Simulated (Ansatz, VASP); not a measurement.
# HfC: VASP beside Ansatz

```
Hf C
1.0
     0.00000    2.32500    2.32500
     2.32500    0.00000    2.32500
     2.32500    2.32500    0.00000
Hf C
1 1
Direct
  0.50000 0.50000 0.50000
  0.00000 0.00000 0.00000
```

Alike in both runs: task single point; functional PBEsol; k mesh 11 × 11 × 11; occupations fermi-dirac, width 0.05 eV; no spin polarisation.

|  | VASP | Ansatz |
| --- | --- | --- |
| version | VASP 6.6.1 | Ansatz 0.2.0 |
| potentials or method | VASP PAW PBE potentials, release 64 (Hf_pv, C), cutoff 520 eV | all-electron LAPW, scalar-relativistic |

Ansatz gave:

| Property | Result |
| --- | --- |
| pressure (GPa) | -6.4 |

**Question.** What did VASP give for the same quantities?

**Answer.** Pressure (GPa): -6.9.

VASP's potentials were made for PBE, not for PBEsol. Ansatz ran all-electron here, and VASP with PAW potentials.

Spin-orbit coupling is off throughout.
